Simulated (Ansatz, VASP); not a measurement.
## One calculation of C, two programs

File INCAR:

```
ALGO = Normal ; EDIFF = 1E-7
EDIFFG = -0.001 ; ENCUT = 600
GGA = PE ; IBRION = 2
ISIF = 3 ; ISMEAR = -1
IVDW = 12 ; LASPH = True
LCHARG = False ; LREAL = False
LWAVE = False ; NELM = 80
NSW = 80 ; PREC = Accurate
SIGMA = 0.15
```

KPOINTS

```
k-points
0
Gamma
  18 18 6
```

Contents of POSCAR:

```
C
1.0
    2.4649796689      0.0000000000      0.0000000000
   -1.2324898345      2.1347350131      0.0000000000
    0.0000000000      0.0000000000      6.7384331569
C
4
Direct
    0.0000000000      0.0000000000      0.0025000175
    0.0000000000      0.0000000000      0.5025000175
    0.3333333333      0.6666666667      0.0024999825
    0.6666666667      0.3333333333      0.5024999825
```

Input for Ansatz:

```yaml
crystal:
  lattice:
    - [2.4649796689, 0.0, 0.0]
    - [-1.2324898345, 2.1347350131, 0.0]
    - [0.0, 0.0, 6.7384331569]
  atoms:
    - { symbol: C, position: [0.0, 0.0, 0.0025000175] }
    - { symbol: C, position: [0.0, 0.0, 0.5025000175] }
    - { symbol: C, position: [0.3333333333, 0.6666666667, 0.0024999825] }
    - { symbol: C, position: [0.6666666667, 0.3333333333, 0.5024999825] }
basis:
  ecutwfc: 420
kpoints:
  mp_grid: { grid: [18, 18, 6] }
hamiltonian:
  xc: pbe
  dispersion: d3bj
scf:
  occupations: { method: fermi_dirac, width: 0.15 }
output:
  forces: true
  stress: true
  eigenvalues: true
relax:
  adjacent_minimum: "off"
  f_tol: 0.001
  max_steps: 60
  cell: { stress_tol: 0.01 }
```

Alike in both runs: task relaxation of cell and atoms; functional PBE; dispersion D3(BJ); k mesh 18 × 18 × 6; occupations fermi-dirac, width 0.15 eV; no spin polarisation.

|  | VASP | Ansatz |
| --- | --- | --- |
| version | VASP 6.6.1 | Ansatz 0.2.0 |
| potentials or method | VASP PAW PBE potentials, release 64 (C), cutoff 600 eV | scalar-relativistic, plane waves, PAW |
| valence electrons in the cell | 16 | 16 |

|  | VASP | Ansatz | Ansatz less VASP |
| --- | --- | --- | --- |
| gap on the k mesh at the Fermi level, each at its own relaxed structure (eV) | none | none | - |
| relaxed volume (Å³/atom) | 8.78 | 8.86 | +0.081 |
| relaxed length of the cell vector where the two differ most in proportion (Å) | 6.675 | 6.738 | +0.0633 |

A gap of «none» marks a metal or a gap that the smearing closes.
